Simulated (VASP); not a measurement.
# ScB (F-43m) in VASP: further runs

The runs below take ScB through single point, relaxation of cell and atoms, with r2SCAN.

All numbers are computed with VASP 6.6.1; they aren't measurements. Logs are shortened: lines on timing, memory, paths and dates and some standing lists are left out, and cuts for length are marked.

## Step 1: The cell of the first run

Symmetry: F-43m, No. 216, cubic system. The conventional cell has a = 4.866 Å, b = 4.866 Å, c = 4.866 Å, α = 90.00°, β = 90.00°, γ = 90.00°. Within 2.8 Å of Sc (site symmetry -43m) lie 4 B at 2.11 Å. Within 2.8 Å of B (site symmetry -43m) lie 4 Sc at 2.11 Å.

## Step 2: Single point, r2SCAN

File POSCAR:

```
ScB
1.0
    0.0000000000      2.4328393772      2.4328393772
    2.4328393772      0.0000000000      2.4328393772
    2.4328393772      2.4328393772      0.0000000000
Sc B
1 1
Direct
    0.0000000000      0.0000000000      0.0000000000
    0.7500000000      0.7500000000      0.7500000000
```

File INCAR.step1:

```
  PREC = Accurate
  ENCUT = 520
  ISMEAR = 0
  SIGMA = 0.1
  LREAL = F
  LASPH = T
  NELM = 80
  NBANDS = 14
  GGA = PE
  ALGO = Normal
  EDIFF = 1E-4
  LWAVE = T
  LCHARG = F
```

File INCAR.step2:

```
  PREC = Accurate
  ENCUT = 520
  EDIFF = 1E-7
  ISMEAR = 0
  SIGMA = 0.1
  LREAL = F
  LASPH = T
  NELM = 80
  ALGO = Normal
  ISIF = 2
  LWAVE = F
  LCHARG = F
  METAGGA = R2SCAN
  LMIXTAU = T
  NBANDS = 14
  ISTART = 1
```

File KPOINTS:

```
regular mesh
0
Gamma
  6 6 6
```

Potentials or basis: VASP PAW PBE potentials, release 64 (Sc_sv, B).

On the command line:

```bash
$ cat potpaw_PBE.64/Sc_sv/POTCAR potpaw_PBE.64/B/POTCAR > POTCAR
$ cp INCAR.step1 INCAR
$ mpirun -np 1 vasp_std > vasp.out
$ cp INCAR.step2 INCAR
$ mpirun -np 1 vasp_std > vasp.out
```

OUTCAR:

```text
PREC = Accurate
   ENCUT = 520
   EDIFF = 1E-7
   ISMEAR = 0
   LREAL = F
   LASPH = T
   NELM = 80
   ISIF = 2
   METAGGA = R2SCAN
   ISTART = 1

 ion  position               nearest neighbor table
   1  0.000  0.000  0.000-   2 2.11   2 2.11   2 2.11   2 2.11
   2  0.750  0.750  0.750-   1 2.11   1 2.11   1 2.11   1 2.11

  LATTYP: Found a face centered cubic cell.
 ALAT       =     4.8656787544

  Lattice vectors:

 A1 = (   0.0000000000,   2.4328393772,   2.4328393772)
 A2 = (   2.4328393772,   0.0000000000,   2.4328393772)
 A3 = (   2.4328393772,   2.4328393772,   0.0000000000)

Analysis of symmetry for initial positions (statically):
=====================================================================
 Subroutine PRICEL returns:
 Original cell was already a primitive cell.

 Routine SETGRP: Setting up the symmetry group for a
 face centered cubic supercell.

 Subroutine GETGRP returns: Found 24 space group operations
 (whereof 24 operations were pure point group operations)
 out of a pool of 48 trial point group operations.

The static configuration has the point symmetry T_d .

Analysis of symmetry for dynamics (positions and initial velocities):
=====================================================================
 Subroutine PRICEL returns:
 Original cell was already a primitive cell.

 Routine SETGRP: Setting up the symmetry group for a
 face centered cubic supercell.

 Subroutine GETGRP returns: Found 24 space group operations
 (whereof 24 operations were pure point group operations)
 out of a pool of 48 trial point group operations.

The dynamic configuration has the point symmetry T_d .

 Subroutine INISYM returns: Found 24 space group operations
 (whereof 24 operations are pure point group operations),
 and found     1 'primitive' translations

----------------------------------------------------------------------------------------

                                     Primitive cell

  volume of cell :      28.7985

  direct lattice vectors                    reciprocal lattice vectors
     0.000000000  2.432839377  2.432839377    -0.205521172  0.205521172  0.205521172
     2.432839377  0.000000000  2.432839377     0.205521172 -0.205521172  0.205521172
     2.432839377  2.432839377  0.000000000     0.205521172  0.205521172 -0.205521172

  length of vectors
     3.440554442  3.440554442  3.440554442     0.355973112  0.355973112  0.355973112

  position of ions in fractional coordinates (direct lattice)
     0.000000000  0.000000000  0.000000000
     0.750000000  0.750000000  0.750000000

  ion indices of the primitive-cell ions
   primitive index   ion index
                 1           1
                 2           2

----------------------------------------------------------------------------------------

 KPOINTS: regular mesh

Automatic generation of k-mesh.
 Grid dimensions read from file:
 generate k-points for:    6    6    6

 Generating k-lattice:

  Cartesian coordinates                     Fractional coordinates (reciprocal lattice)
    -0.034253529  0.034253529  0.034253529     0.166666667  0.000000000  0.000000000
     0.034253529 -0.034253529  0.034253529     0.000000000  0.166666667  0.000000000
     0.034253529  0.034253529 -0.034253529     0.000000000  0.000000000  0.166666667

  Length of vectors
     0.059328852  0.059328852  0.059328852

  Shift w.r.t. Gamma in fractional coordinates (k-lattice)
     0.000000000  0.000000000  0.000000000

 Subroutine IBZKPT returns following result:
 ===========================================

 Found     16 irreducible k-points:

 Following reciprocal coordinates:
            Coordinates               Weight
  0.000000  0.000000  0.000000      1.000000
  0.166667  0.000000  0.000000      8.000000
  0.333333  0.000000  0.000000      8.000000
  0.500000  0.000000  0.000000      4.000000
  0.166667  0.166667  0.000000      6.000000
  0.333333  0.166667  0.000000     24.000000
[... 8 lines left out ...]
 -0.333333  0.333333  0.166667     24.000000
 -0.333333  0.500000  0.166667     12.000000
   k-points           NKPTS =     16   k-points in BZ     NKDIM =     16   number of bands    NBANDS=     14
   number of dos      NEDOS =    301   number of ions     NIONS =      2
   total plane-waves  NPLWV =  21952
   dimension x,y,z NGX =    28 NGY =   28 NGZ =   28
   dimension x,y,z NGXF=    56 NGYF=   56 NGZF=   56
   ions per type =               1   1
   NGX,Y,Z   is equivalent  to a cutoff of  13.53, 13.53, 13.53 a.u.
   NGXF,Y,Z  is equivalent  to a cutoff of  27.06, 27.06, 27.06 a.u.
 SYSTEM =  unknown system
   PREC   = accura    normal or accurate (medium, high low for compatibility)
   ISTART =      1    job   : 0-new  1-cont  2-samecut
   ICHARG =      0    charge: 1-file 2-atom 10-const
   ISPIN  =      1    spin polarized calculation?
   LNONCOLLINEAR =      F non collinear calculations
   LSORBIT =      F    spin-orbit coupling
   LASPH  =      T    aspherical Exc in radial PAW
   ENCUT  =  520.0 eV  38.22 Ry    6.18 a.u.   6.40  6.40  6.40*2*pi/ulx,y,z
   NELM   =     80;   NELMIN=  2; NELMDL=  0     # of ELM steps
   EDIFF  = 0.1E-06   stopping-criterion for ELM
   LREAL  =      F    real-space projection
   EDIFFG = 0.1E-05   stopping-criterion for IOM
   NSW    =      0    number of steps for IOM
   IBRION =     -1    ionic relax: 0-MD 1-quasi-New 2-CG
   NFREE  =      0    steps in history (QN), initial steepest desc. (CG)
   ISIF   =      2    stress and relaxation
   ISYM   =      2    0-nonsym 1-usesym 2-fastsym
   POTIM  = 0.5000    time-step for ionic-motion
   TEBEG  =    0.0;   TEEND  =   0.0 temperature during run
   PSTRESS=    0.0 pullay stress
   NELECT =      14.0000    total number of electrons
   NUPDOWN=      -1.0000    fix difference up-down
   EMIN   =  10.00;   EMAX   =-10.00  energy-range for DOS
   EFERMI =   0.00;   METHOD = LEGACY
   ISMEAR =     0;   SIGMA  =   0.10  broadening in eV -4-tet -1-fermi 0-gaus
   EFERMI_NEDOS =   21; number of points for ismear=-14 and -15
   IALGO  =     38    algorithm
   IMIX   =      4    mixing-type and parameters
     AMIX     =   0.40;   BMIX     =  1.00
     AMIX_MAG =   1.60;   BMIX_MAG =  1.00
  volume/ion in A,a.u.               =      14.40        97.17
  Fermi-wavevector in a.u.,A,eV,Ry     =   1.287244  2.432538 22.544800  1.656996
  Thomas-Fermi vector in A             =   2.419270
   LORBIT       =      0    0 simple, 1 ext, 2 COOP (PROOUT), +10 PAW based schemes
   METAGGA = R2SCAN    functional components
   LHFCALC =     F    Hartree Fock is set to
   AEXX    =    0.0000 exact exchange contribution
   IVDW    =     0    specifies the selected vdW correction
   LEPSILON=     F    determine dielectric tensor
   LRPA    =     F    only Hartree local field effects (RPA)
 non-spin polarized calculation
 Gauss-broadening in eV      SIGMA  =   0.10
  energy-cutoff  :      520.00
  volume of cell :       28.80
 maximum number of plane-waves:       786
 NGX is ok and might be reduce to    28
   NGX = 13   NGY = 13   NGZ = 13

 number of electron      13.9999999 magnetization

 Free energy of the ion-electron system (eV)
  ---------------------------------------------------
  ext. energy  EPLUGINS =         0.00000000
  ---------------------------------------------------
  free energy    TOTEN  =       -15.87511667 eV

  energy without entropy =      -15.86752638  energy(sigma->0) =      -15.87132153

 E-fermi :   3.6844     XC(G=0): -11.2871

 val. band max:        3.5573334795   @ k =   0.5000   0.0000   0.0000
 cond. band min:       3.7301931021   @ k =   0.3333   0.1667   0.0000
 fundamental gap:      0.1728596226
 Fermi energy:         3.6844032788

 k-point     1 :       0.0000    0.0000    0.0000
  band No.  band energies     occupation
      1     -45.8086      2.00000
      2     -23.4758      2.00000
      3     -23.4758      2.00000
      4     -23.4758      2.00000
      5      -4.5757      2.00000
      6       2.9936      2.00000
      7       2.9936      2.00000
      8       2.9936      2.00000
      9       7.9710      0.00000
     10       7.9710      0.00000
     11      12.3543      0.00000
     12      14.2185      0.00000
     13      14.2185      0.00000
     14      14.2185      0.00000

 k-point     2 :       0.1667    0.0000    0.0000
  band No.  band energies     occupation
      1     -45.7982      2.00000
      2     -23.5716      2.00000
      3     -23.4897      2.00000
      4     -23.4896      2.00000
      5      -4.0598      2.00000
      6       2.5677      2.00000
      7       3.1987      2.00000
      8       3.1987      2.00000
      9       7.7821      0.00000
     10       7.7821      0.00000
     11      12.5282      0.00000
     12      13.9205      0.00000
     13      14.1292      0.00000
     14      14.1292      0.00000

 k-point     3 :       0.3333    0.0000    0.0000
  band No.  band energies     occupation
      1     -45.7772      2.00000
      2     -23.7578      2.00000
      3     -23.5171      2.00000
      4     -23.5170      2.00000
      5      -2.8680      2.00000
      6       1.8708      2.00000
      7       3.4922      1.99344
      8       3.4922      1.99344
      9       7.9849      0.00000
     10       7.9849      0.00000
     11      10.3566      0.00000
     12      13.0114      0.00000
     13      13.0114      0.00000
     14      14.3966      0.00000
[... 188 lines left out ...]
 k-point    15 :      -0.3333    0.3333    0.1667
  band No.  band energies     occupation
      1     -45.7564      2.00000
      2     -23.7729      2.00000
      3     -23.6691      2.00000
      4     -23.5848      2.00000
      5      -1.5091      2.00000
      6       1.8504      2.00000
      7       3.1644      2.00000
      8       4.5231      0.00000
      9       6.3280      0.00000
     10       8.2370      0.00000
     11       9.1993      0.00000
     12      11.0099      0.00000
     13      11.8396      0.00000
     14      16.0578      0.00000

 k-point    16 :      -0.3333    0.5000    0.1667
  band No.  band energies     occupation
      1     -45.7530      2.00000
      2     -23.7792      2.00000
      3     -23.6647      2.00000
      4     -23.6196      2.00000
      5      -1.2820      2.00000
      6       1.3645      2.00000
      7       4.1291      0.00000
      8       4.9103      0.00000
      9       5.4230      0.00000
     10       8.2087      0.00000
     11       9.4555      0.00000
     12      10.1529      0.00000
     13      11.5136      0.00000
     14      16.9186      0.00000

------------------------ aborting loop because EDIFF is reached ----------------------------------------

  FORCE on cell =-STRESS in cart. coord.  units (eV):
  Direction    XX          YY          ZZ          XY          YZ          ZX
  --------------------------------------------------------------------------------------
  -------------------------------------------------------------------------------------
  Total        6.0773580      6.0773580      6.0773580     -0.0000000     -0.0000000      0.0000000
  in kB      338.1077258    338.1077258    338.1077258     -0.0000000     -0.0000000      0.0000000
  external PRESSURE =     338.1077258 kB  Pullay stress =       0.0000000 kB

 VOLUME and BASIS-vectors are now :
 -----------------------------------------------------------------------------
  energy-cutoff  :      520.00
  volume of cell :       28.80
      direct lattice vectors                 reciprocal lattice vectors
     0.000000000  2.432839377  2.432839377    -0.205521172  0.205521172  0.205521172
     2.432839377  0.000000000  2.432839377     0.205521172 -0.205521172  0.205521172
     2.432839377  2.432839377  0.000000000     0.205521172  0.205521172 -0.205521172

 POSITION                                       TOTAL-FORCE (eV/Angst)
 -----------------------------------------------------------------------------------
      0.00000      0.00000      0.00000        -0.000000      0.000000      0.000000
      3.64926      3.64926      3.64926         0.000000     -0.000000     -0.000000
 -----------------------------------------------------------------------------------
    total drift:                                0.000000      0.000000      0.000000

  FREE ENERGIE OF THE ION-ELECTRON SYSTEM (eV)
  ---------------------------------------------------
  free  energy   TOTEN  =       -15.8751166708 eV

  energy  without entropy=      -15.8675263844  energy(sigma->0) =      -15.87132153
```

Run time: 54 s. Hardware: 1 thread of AMD EPYC 7R43 (Zen 3), shared host; peak memory 0.13 GiB.

Results:

```
Free energy            : -15.8751 eV
Pressure               : 33.8 GPa
Band gap on the k mesh : zero (band 7 reaches 5.16 eV, above the bottom of band 8 at 2.99 eV)
```

Caveat: the k points lie up to 0.37 Å⁻¹ apart; the PAW data sets were made with another functional, which shifts forces and pressure a little.

(Part 1 of 2 ends here.)
